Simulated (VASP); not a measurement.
# SiC (P6_3mc) in VASP: further runs

The runs below take SiC through single point, with LDA.

Program: VASP 6.6.1. These are calculated values, not measurements. Logs are shortened: lines on timing, memory, paths and dates and some standing lists are left out, and cuts for length are marked.

**1. The cell of the first run**

It takes space group P6_3mc (No. 186, hexagonal). The conventional cell has a = 2.998 Å, b = 2.998 Å, c = 4.918 Å, α = 90.00°, β = 90.00°, γ = 120.00°. Si (site symmetry 3m) has 4 C at 1.84 to 1.85 Å within 2.4 Å. C (site symmetry 3m) has 4 Si at 1.84 to 1.85 Å within 2.4 Å.

**2. Single point, LDA**

Input file INCAR:

```
SYSTEM = SiC
PREC     = Accurate       ! precision mode
ENCUT    = 520            ! plane-wave cutoff, eV
EDIFF    = 1E-6           ! SCF threshold, eV
ISMEAR   = 0              ! smearing method
SIGMA    = 0.01           ! smearing width, eV
LREAL    = .False.        ! projectors in reciprocal space
LASPH    = .True.         ! aspherical terms in the spheres
NELM     = 100            ! most SCF steps
ALGO     = Normal         ! electronic algorithm
ISIF     = 2              ! what is computed and relaxed
LWAVE    = .False.        ! write WAVECAR
LCHARG   = .False.        ! write CHGCAR
NBANDS   = 16             ! bands
```

Input file KPOINTS:

```
Automatic mesh
0
Gamma
  8 8 6
  0 0 0
```

Input file POSCAR:

```
SiC
1.0
    2.9981874674      0.0000000000      0.0000000000
   -1.4990937337      2.5965065121      0.0000000000
    0.0000000000      0.0000000000      4.9177031311
Si C
2 2
Direct
    0.3333333333      0.6666666667      0.0046098365
    0.6666666667      0.3333333333      0.5046098365
    0.3333333333      0.6666666667      0.3803901635
    0.6666666667      0.3333333333      0.8803901635
```

Potentials or basis: VASP PAW LDA potentials, release 64 (Si, C).

Run with:

```sh
cat potpaw_LDA.64/Si/POTCAR potpaw_LDA.64/C/POTCAR > POTCAR
mpirun -np 1 vasp_std > vasp.out
```

OUTCAR:

```text
SYSTEM = SiC
   PREC = Accurate
   ENCUT = 520
   EDIFF = 1E-6
   ISMEAR = 0
   LREAL = .False.
   LASPH = .True.
   NELM = 100
   ISIF = 2

 ion  position               nearest neighbor table
   1  0.333  0.667  0.005-   4 1.84   4 1.84   4 1.84   3 1.85   2 3.01   2 3.01   2 3.01   2 3.01
                             2 3.01   2 3.01
   2  0.667  0.333  0.505-   3 1.84   3 1.84   3 1.84   4 1.85   1 3.01   1 3.01   1 3.01   1 3.01
                             1 3.01   1 3.01
   3  0.333  0.667  0.380-   2 1.84   2 1.84   2 1.84   1 1.85
   4  0.667  0.333  0.880-   1 1.84   1 1.84   1 1.84   2 1.85

  LATTYP: Found a hexagonal cell.
 ALAT       =     2.9981874674
 C/A-ratio  =     1.6402253643

  Lattice vectors:

 A1 = (   2.9981874674,   0.0000000000,   0.0000000000)
 A2 = (  -1.4990937337,   2.5965065121,   0.0000000000)
 A3 = (   0.0000000000,   0.0000000000,   4.9177031311)

Analysis of symmetry for initial positions (statically):
=====================================================================
 Subroutine PRICEL returns:
 Original cell was already a primitive cell.

 Routine SETGRP: Setting up the symmetry group for a
 hexagonal supercell.

 Subroutine GETGRP returns: Found 12 space group operations
 (whereof  6 operations were pure point group operations)
 out of a pool of 24 trial point group operations.

The static configuration has the point symmetry C_3v.
 The point group associated with its full space group is C_6v.

Analysis of symmetry for dynamics (positions and initial velocities):
=====================================================================
 Subroutine PRICEL returns:
 Original cell was already a primitive cell.

 Routine SETGRP: Setting up the symmetry group for a
 hexagonal supercell.

 Subroutine GETGRP returns: Found 12 space group operations
 (whereof  6 operations were pure point group operations)
 out of a pool of 24 trial point group operations.

The dynamic configuration has the point symmetry C_3v.
 The point group associated with its full space group is C_6v.

 Subroutine INISYM returns: Found 12 space group operations
 (whereof  6 operations are pure point group operations),
 and found     1 'primitive' translations

----------------------------------------------------------------------------------------

                                     Primitive cell

  volume of cell :      38.2834

  direct lattice vectors                    reciprocal lattice vectors
     2.998187467  0.000000000  0.000000000     0.333534848  0.192566434  0.000000000
    -1.499093734  2.596506512  0.000000000     0.000000000  0.385132868  0.000000000
     0.000000000  0.000000000  4.917703131     0.000000000  0.000000000  0.203346964

  length of vectors
     2.998187467  2.998187467  4.917703131     0.385132868  0.385132868  0.203346964

  position of ions in fractional coordinates (direct lattice)
     0.333333333  0.666666667  0.004609837
     0.666666667  0.333333333  0.504609837
     0.333333333  0.666666667  0.380390164
     0.666666667  0.333333333  0.880390164

  ion indices of the primitive-cell ions
   primitive index   ion index
                 1           1
                 2           2
                 3           3
                 4           4

----------------------------------------------------------------------------------------

 KPOINTS: Automatic mesh

Automatic generation of k-mesh.
 Grid dimensions read from file:
 generate k-points for:    8    8    6

 Generating k-lattice:

  Cartesian coordinates                     Fractional coordinates (reciprocal lattice)
     0.041691856  0.024070804  0.000000000     0.125000000  0.000000000  0.000000000
     0.000000000  0.048141609  0.000000000     0.000000000  0.125000000  0.000000000
     0.000000000  0.000000000  0.033891161     0.000000000  0.000000000  0.166666667

  Length of vectors
     0.048141609  0.048141609  0.033891161

  Shift w.r.t. Gamma in fractional coordinates (k-lattice)
     0.000000000  0.000000000  0.000000000

 Subroutine IBZKPT returns following result:
 ===========================================

 Found     40 irreducible k-points:

 Following reciprocal coordinates:
            Coordinates               Weight
  0.000000  0.000000  0.000000      1.000000
  0.125000  0.000000  0.000000      6.000000
  0.250000  0.000000  0.000000      6.000000
  0.375000  0.000000  0.000000      6.000000
  0.500000  0.000000  0.000000      3.000000
  0.125000  0.125000  0.000000      6.000000
[... 16 lines left out ...]
  0.250000  0.000000  0.333333     12.000000
  0.375000  0.000000  0.333333     12.000000
 [... further k-points ...]
   k-points           NKPTS =     40   k-points in BZ     NKDIM =     40   number of bands    NBANDS=     16
   number of dos      NEDOS =    301   number of ions     NIONS =      4
   total plane-waves  NPLWV =  23040
   dimension x,y,z NGX =    24 NGY =   24 NGZ =   40
   dimension x,y,z NGXF=    48 NGYF=   48 NGZF=   80
   ions per type =               2   2
   NGX,Y,Z   is equivalent  to a cutoff of  13.31, 13.31, 13.52 a.u.
   NGXF,Y,Z  is equivalent  to a cutoff of  26.62, 26.62, 27.04 a.u.
 SYSTEM =  SiC
   PREC   = accura    normal or accurate (medium, high low for compatibility)
   ISTART =      0    job   : 0-new  1-cont  2-samecut
   ICHARG =      2    charge: 1-file 2-atom 10-const
   ISPIN  =      1    spin polarized calculation?
   LNONCOLLINEAR =      F non collinear calculations
   LSORBIT =      F    spin-orbit coupling
   LASPH  =      T    aspherical Exc in radial PAW
   ENCUT  =  520.0 eV  38.22 Ry    6.18 a.u.   5.57  5.57  9.14*2*pi/ulx,y,z
   NELM   =    100;   NELMIN=  2; NELMDL= -5     # of ELM steps
   EDIFF  = 0.1E-05   stopping-criterion for ELM
   LREAL  =      F    real-space projection
   EDIFFG = 0.1E-04   stopping-criterion for IOM
   NSW    =      0    number of steps for IOM
   IBRION =     -1    ionic relax: 0-MD 1-quasi-New 2-CG
   NFREE  =      0    steps in history (QN), initial steepest desc. (CG)
   ISIF   =      2    stress and relaxation
   ISYM   =      2    0-nonsym 1-usesym 2-fastsym
   POTIM  = 0.5000    time-step for ionic-motion
   TEBEG  =    0.0;   TEEND  =   0.0 temperature during run
   PSTRESS=    0.0 pullay stress
   NELECT =      16.0000    total number of electrons
   NUPDOWN=      -1.0000    fix difference up-down
   EMIN   =  10.00;   EMAX   =-10.00  energy-range for DOS
   EFERMI =   0.00;   METHOD = LEGACY
   ISMEAR =     0;   SIGMA  =   0.01  broadening in eV -4-tet -1-fermi 0-gaus
   EFERMI_NEDOS =   21; number of points for ismear=-14 and -15
   IALGO  =     38    algorithm
   IMIX   =      4    mixing-type and parameters
     AMIX     =   0.40;   BMIX     =  1.00
     AMIX_MAG =   1.60;   BMIX_MAG =  1.00
  volume/ion in A,a.u.               =       9.57        64.59
  Fermi-wavevector in a.u.,A,eV,Ry     =   1.223990  2.313006 20.383600  1.498152
  Thomas-Fermi vector in A             =   2.359081
   LORBIT       =      0    0 simple, 1 ext, 2 COOP (PROOUT), +10 PAW based schemes
   GGA     = CA    functional components
   LHFCALC =     F    Hartree Fock is set to
   AEXX    =    0.0000 exact exchange contribution
   IVDW    =     0    specifies the selected vdW correction
   LEPSILON=     F    determine dielectric tensor
   LRPA    =     F    only Hartree local field effects (RPA)
 non-spin polarized calculation
 Gauss-broadening in eV      SIGMA  =   0.01
  energy-cutoff  :      520.00
  volume of cell :       38.28
 maximum number of plane-waves:      1050
 NGX is ok and might be reduce to    24
   NGX = 11   NGY = 11   NGZ = 19

 number of electron      15.9999998 magnetization

 Free energy of the ion-electron system (eV)
  ---------------------------------------------------
  ext. energy  EPLUGINS =         0.00000000
  ---------------------------------------------------
  free energy    TOTEN  =       -33.16491772 eV

  energy without entropy =      -33.16491772  energy(sigma->0) =      -33.16491772

 E-fermi :   9.2294     XC(G=0): -11.8832

 val. band max:        9.1277363501   @ k =   0.0000   0.0000   0.0000
 cond. band min:      11.4181248452   @ k =   0.3750   0.2500   0.0000
 fundamental gap:      2.2903884951
 Fermi energy:         9.2294118735

 k-point     1 :       0.0000    0.0000    0.0000
  band No.  band energies     occupation
      1      -6.9806      2.00000
      2      -3.0590      2.00000
      3      -0.0455      2.00000
      4       7.7743      2.00000
      5       7.7743      2.00000
      6       9.0130      2.00000
[... 8 lines left out ...]
     15      18.5253      0.00000
     16      20.9262      0.00000

 k-point     2 :       0.1250    0.0000    0.0000
  band No.  band energies     occupation
      1      -6.6924      2.00000
      2      -2.8137      2.00000
      3       0.2257      2.00000
      4       6.3513      2.00000
      5       7.3078      2.00000
      6       8.1894      2.00000
[... 8 lines left out ...]
     15      19.1084      0.00000
     16      19.2328      0.00000

 k-point     3 :       0.2500    0.0000    0.0000
  band No.  band energies     occupation
      1      -5.8441      2.00000
      2      -2.1318      2.00000
      3       0.9902      2.00000
      4       3.7775      2.00000
      5       6.1735      2.00000
      6       6.4850      2.00000
[... 8 lines left out ...]
     15      19.6265      0.00000
     16      20.2611      0.00000

 k-point     4 :       0.3750    0.0000    0.0000
  band No.  band energies     occupation
      1      -4.5161      2.00000
      2      -1.4231      2.00000
      3       1.2753      2.00000
      4       2.5387      2.00000
      5       4.0293      2.00000
      6       5.8646      2.00000
[... 8 lines left out ...]
     15      20.9340      0.00000
     16      21.8240      0.00000
[... 324 lines left out ...]
 k-point    22 :       0.1250    0.0000    0.3333
  band No.  band energies     occupation
      1      -6.1207      2.00000
      2      -4.4893      2.00000
      3       2.7542      2.00000
      4       6.4475      2.00000
      5       6.7967      2.00000
      6       7.6568      2.00000
[... 8 lines left out ...]
     15      18.4433      0.00000
     16      20.2447      0.00000

 k-point    23 :       0.2500    0.0000    0.3333
  band No.  band energies     occupation
      1      -5.2838      2.00000
      2      -3.6988      2.00000
      3       2.9438      2.00000
      4       4.6434      2.00000
      5       4.9866      2.00000
      6       6.8863      2.00000
[... 8 lines left out ...]
     15      19.9334      0.00000
     16      20.7173      0.00000

 k-point    24 :       0.3750    0.0000    0.3333
  band No.  band energies     occupation
      1      -3.9858      2.00000
      2      -2.5519      2.00000
      3       1.2802      2.00000
      4       2.6210      2.00000
      5       4.9099      2.00000
      6       6.2904      2.00000
[... 8 lines left out ...]
     15      21.3946      0.00000
     16      21.8066      0.00000

 [... further k-points ...]

------------------------ aborting loop because EDIFF is reached ----------------------------------------

  FORCE on cell =-STRESS in cart. coord.  units (eV):
  Direction    XX          YY          ZZ          XY          YZ          ZX
  --------------------------------------------------------------------------------------
  -------------------------------------------------------------------------------------
  Total        3.6852527      3.6852527      3.6923570      0.0000000     -0.0000000      0.0000000
  in kB      154.2294630    154.2294630    154.5267831      0.0000000     -0.0000000      0.0000000
  external PRESSURE =     154.3285697 kB  Pullay stress =       0.0000000 kB

 VOLUME and BASIS-vectors are now :
 -----------------------------------------------------------------------------
  energy-cutoff  :      520.00
  volume of cell :       38.28
      direct lattice vectors                 reciprocal lattice vectors
     2.998187467  0.000000000  0.000000000     0.333534848  0.192566434  0.000000000
    -1.499093734  2.596506512  0.000000000     0.000000000  0.385132868  0.000000000
     0.000000000  0.000000000  4.917703131     0.000000000  0.000000000  0.203346964

 POSITION                                       TOTAL-FORCE (eV/Angst)
 -----------------------------------------------------------------------------------
     -0.00000      1.73100      0.02267         0.000000     -0.000000     -0.000785
      1.49909      0.86550      2.48152        -0.000000      0.000000     -0.000785
     -0.00000      1.73100      1.87065         0.000000     -0.000000      0.000785
      1.49909      0.86550      4.32950        -0.000000      0.000000      0.000785
 -----------------------------------------------------------------------------------
    total drift:                                0.000000      0.000000      0.000193

  FREE ENERGIE OF THE ION-ELECTRON SYSTEM (eV)
  ---------------------------------------------------
  free  energy   TOTEN  =       -33.1649177187 eV

  energy  without entropy=      -33.1649177187  energy(sigma->0) =      -33.16491772
```

Wall time 14 s (1 thread of Intel Xeon 8259CL, shared host); peak memory 0.15 GiB.

What came out:

```
Free energy            : -33.1649 eV
Pressure               : 15.4 GPa
Band gap on the k mesh : 2.29 eV, indirect (least direct gap 4.02 eV)
```

Levels at points of the mesh, in eV from the valence-band top:
| k point | band 5 | band 6 | band 7 | band 8 | band 9 | band 10 | band 11 | band 12 |
| --- | --- | --- | --- | --- | --- | --- | --- | --- |
| (0.00, 0.00, 0.00) | -1.35 | -0.11 | 0.00 | 0.00 | 5.42 | 7.02 | 7.02 | 7.02 |
| (0.50, 0.00, 0.00) | -5.72 | -3.54 | -3.49 | -1.22 | 2.80 | 4.22 | 7.34 | 7.40 |
| (0.00, 0.00, 0.50) | -0.73 | -0.73 | -0.73 | -0.73 | 6.49 | 6.49 | 7.67 | 7.67 |
| (0.50, 0.00, 0.50) | -2.56 | -2.56 | -2.40 | -2.40 | 3.37 | 3.37 | 5.50 | 5.50 |

A k mesh can miss the band edges. A hybrid or GW would open this gap; LDA tends to underestimate it.

(Continued in part 2 of 2.)
